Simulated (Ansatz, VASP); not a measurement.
## One calculation of ZrSi2, two programs

```
Zr Si
1.0
     1.83248   -7.26375    0.00000
     1.83248    7.26375    0.00000
     0.00000    0.00000    3.64497
Zr Si
2 4
Cartesian
  1.8325 -5.7414 0.9112
  1.8325 5.7414 2.7337
  1.8325 -0.7838 0.9112
  1.8325 0.7838 2.7337
  1.8325 3.6282 0.9112
  1.8325 -3.6282 2.7337
```

Alike in both runs: functional PBE; dispersion D3(BJ); k mesh 10 × 10 × 10; occupations gaussian, width 0.1 eV; no spin polarisation.

Ansatz relaxed the structure, and its values are those at the end. VASP's run is a single point on that final structure, the one shown.

|  | VASP | Ansatz |
| --- | --- | --- |
| version | VASP 6.6.1 | Ansatz 0.2.0 |
| potentials or method | VASP PAW PBE potentials, release 64 (Zr_sv, Si), cutoff 520 eV | scalar-relativistic, plane waves, PAW |
| valence electrons in the cell | 40 | 40 |

VASP gave:

| Property | Result |
| --- | --- |
| gap on the k mesh at the Fermi level (eV) | none |
| pressure (GPa) | 0.0 |
| rms of the force components (eV/Å) | 0.004 |

Task: Which values does Ansatz return?

Result: gap on the k mesh at the Fermi level (eV): none; pressure (GPa): 0.0; rms of the force components (eV/Å): 0.000.

A gap of «none» marks a metal or a gap that the smearing closes.
